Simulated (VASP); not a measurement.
A run of VASP 6.6.1 is set up as follows.

The input INCAR:

```
SYSTEM = Re
PREC = Accurate
ENCUT = 520
EDIFF = 1E-6
ISMEAR = 0
SIGMA = 0.1
LREAL = .False.
LASPH = .True.
NELM = 80
ALGO = Normal
ISIF = 2
LWAVE = .False.
LCHARG = .True.
LDIPOL = .True.
IDIPOL = 3
DIPOL = 0.5 0.5 0.500
GGA = PE
IVDW = 12
LELF = .True.
LVHAR = .True.
LVACPOTAV = .True.
NBANDS = 46
```

Contents of KPOINTS:

```
Automatic mesh
0
Gamma
  13 7 1
  0 0 0
```

File POSCAR:

```
Re
1.0
    2.7748915361      0.0000000000      0.0000000000
   -1.3874457681      5.0874798250      0.0000000000
    0.0000000000      0.0000000000     25.2376202054
Re
10
Direct
    0.2401666616      0.4806594920      0.3069926719
    0.5867678504      0.1743008805      0.3680089516
    0.8592014370      0.7191439274      0.3795116555
    0.2015526042      0.4034699734      0.4495780720
    0.4652718693      0.9309302469      0.4666246632
    0.8156651129      0.6309437123      0.5333753213
    0.0793842996      0.1584037141      0.5504219707
    0.4217355645      0.8427299066      0.6204883228
    0.6941690606      0.3875728657      0.6319910266
    0.0407699333      0.0812140679      0.6930073443
```

Potentials or basis: VASP PAW PBE potentials, release 64 (Re).

Launch:

```bash
$ cat potpaw_PBE.64/Re/POTCAR > POTCAR
$ mpirun -np 1 vasp_std > vasp.out
```

**Question.** What does it give for the band gap on the k mesh?

**Answer.** Zero (bands 35 and 36 overlap by 1.19 eV).

**Question.** What does it give for the dispersion energy per atom?

**Answer.** -0.484 eV.

**Question.** What does it give for the largest force?

**Answer.** 0.246 eV/Å.

Forces in eV/Å, atoms in the order of the input:
```
Re   0.001 -0.020  0.246
Re   0.000  0.011  0.114
Re  -0.001  0.009  0.088
Re   0.000  0.014  0.055
Re  -0.001 -0.030  0.069
Re   0.001  0.030 -0.069
Re   0.000 -0.014 -0.055
Re   0.001 -0.009 -0.088
Re   0.000 -0.011 -0.114
Re  -0.001  0.020 -0.246
```

Caveat: spin-orbit coupling is left out, which moves the levels of the heavy elements.
